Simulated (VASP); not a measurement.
A run of VASP 6.6.1 is set up as follows.

INCAR

```
  PREC = Accurate
  ENCUT = 600
  EDIFF = 1E-6
  ISMEAR = 0
  SIGMA = 0.01
  LREAL = F
  LASPH = T
  NELM = 120
  ALGO = Normal
  ISIF = 2
  LWAVE = F
  LCHARG = F
  GGA = PE
  NBANDS = 11
  GGA_COMPAT = F
```

Contents of KPOINTS:

```
Automatic mesh
0
Gamma
  6 6 6
```

POSCAR

```
AlN
1.0
   -0.0268500000      2.1843700000      2.2115600000
    2.1890800000     -0.0060500000      2.1907600000
    2.1913000000      2.1657800000     -0.0082700000
Al N
1 1
Direct
    0.9812115901      0.0095945003      0.0240335640
    0.7724500000      0.7357500000      0.7601700000
```

Potentials or basis: VASP PAW PBE potentials, release 64 (Al, N).

Command:

```sh
$ cat potpaw_PBE.64/Al/POTCAR potpaw_PBE.64/N/POTCAR > POTCAR
$ mpirun -np 1 vasp_std > vasp.out
```

**Question.** Estimate the pressure.

**Answer.** 3.1 GPa.

**Question.** Predict the largest force.

**Answer.** 1.323 eV/Å.

**Question.** Predict the band gap on the k mesh.

**Answer.** 3.02 eV, indirect (least direct gap 3.76 eV).

Stress tensor (GPa, compression positive):
```
 2.15  3.14  5.52
 3.14  4.11 -5.70
 5.52 -5.70  2.99
```

Caveat: forces of over 1 eV/Å act on the atoms, so gaps and moduli don't describe the material at rest. A k mesh can miss the band edges.
